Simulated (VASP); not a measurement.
Here is a VASP 6.6.1 calculation.

File INCAR:

```
ALGO = Normal
EDIFF = 1E-6
EDIFFG = -0.01
ENCUT = 600
GGA = PS
IBRION = 2
ISIF = 3
ISMEAR = -1
LASPH = True
LCHARG = False
LREAL = False
LWAVE = False
NELM = 100
NSW = 80
PREC = Accurate
PSTRESS = 300.0
SIGMA = 0.05
```

File KPOINTS:

```
k-points
0
Gamma
  11 11 11
```

Contents of POSCAR:

```
TiC
1.0
    0.0000000000      2.1657188437      2.1657188437
    2.1657188437      0.0000000000      2.1657188437
    2.1657188437      2.1657188437      0.0000000000
Ti C
1 1
Direct
    0.0000000000      0.0000000000      0.0000000000
    0.5000000000      0.5000000000      0.5000000000
```

Potentials or basis: VASP PAW PBE potentials, release 64 (Ti_sv, C).

The run is started by

```bash
$ cat potpaw_PBE.64/Ti_sv/POTCAR potpaw_PBE.64/C/POTCAR > POTCAR
$ mpirun -np 1 vasp_std > vasp.out
```

Q: Predict the space group after relaxing (to 0.05 Å).

A: Fm-3m (No. 225).

Q: What does it give for the relaxed volume?

A: 9.01 Å³/atom.

Q: Estimate the relaxed cell.

A: a = 2.943 Å, b = 2.943 Å, c = 2.943 Å, α = 60.00°, β = 60.00°, γ = 60.00°.

The path:
```tsv
step	energy change (eV)	largest force (eV/Å)	pressure (GPa)	volume (Å³)
1	0.0000	0.0000	-6.52	20.32
2	2.1937	0.0000	166.19	14.24
3	0.1122	0.0000	26.45	18.20
4	0.1362	0.0000	29.23	18.06
5	0.1442	0.0000	30.22	18.02
6	0.1389	0.0000	29.53	18.04
7	0.1425	0.0000	29.91	18.03
```

Caveat: the cell is relaxed towards a set pressure, so the enthalpy falls and the energy may rise; the PAW data sets were made with another functional, which shifts forces and pressure a little.
